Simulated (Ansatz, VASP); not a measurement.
# C in VASP and in Ansatz

File INCAR:

```
ALGO = Normal
EDIFF = 1E-6
ENCUT = 520
GGA = PE
ISIF = 2
ISMEAR = -1
LASPH = True
LCHARG = False
LREAL = False
LWAVE = False
NBANDS = 16
NELM = 80
PREC = Accurate
SIGMA = 0.05
```

The input KPOINTS:

```
k-points
0
Gamma
  12 12 4
```

Contents of POSCAR:

```
C
1.0
    1.2114506926     -2.0983142173      0.0000000000
    1.2114506926      2.0983142173      0.0000000000
    0.0000000000      0.0000000000      7.0763198248
C
4
Direct
    0.9166205400      0.0833794600      0.7531376000
    0.4166205400      0.5833794600      0.2468624000
    0.0833794600      0.9166205400      0.2468624000
    0.5833794600      0.4166205400      0.7531376000
```

File input.yaml:

```yaml
crystal:
  lattice:
    - [1.2114506926, -2.0983142173, 0.0]
    - [1.2114506926, 2.0983142173, 0.0]
    - [0.0, 0.0, 7.0763198248]
  atoms:
    - { symbol: C, position: [0.91662054, 0.08337946, 0.7531376] }
    - { symbol: C, position: [0.41662054, 0.58337946, 0.2468624] }
    - { symbol: C, position: [0.08337946, 0.91662054, 0.2468624] }
    - { symbol: C, position: [0.58337946, 0.41662054, 0.7531376] }
hamiltonian:
  xc: pbe
  pseudopotentials: { kind: paw }
kpoints:
  mp_grid: { grid: [12, 12, 4] }
scf:
  occupations: { method: fermi_dirac, width: 0.05 }
output:
  forces: true
  stress: true
  eigenvalues: true
```

Alike in both runs: task single point; functional PBE; k mesh 12 × 12 × 4; occupations fermi-dirac, width 0.05 eV; no spin polarisation.

|  | VASP | Ansatz |
| --- | --- | --- |
| version | VASP 6.6.1 | Ansatz 0.2.0 |
| potentials or method | VASP PAW PBE potentials, release 64 (C) | Ansatz PAW |
| plane-wave cutoff (eV) | 520 | 420 |
| valence electrons in the cell | 16 | 16 |

|  | VASP | Ansatz | Ansatz less VASP |
| --- | --- | --- | --- |
| gap on the k mesh at the Fermi level (eV) | 0.03 | 0.03 | 0.000 |
| least direct gap on the mesh (eV) | 0.03 | 0.03 | 0.000 |
| pressure (GPa) | 16.0 | 15.6 | -0.42 |
| traceless stress, the component that is largest in VASP (GPa) | -14.24 | -13.69 | +0.548 |
| rms of the force components (eV/Å) | 0.016 | 0.016 | 0.0000 |

Atom by atom the forces differ by 0.000 eV/Å (rms over components). The functional is the same, so the differences come from potentials, cutoffs and numerics.
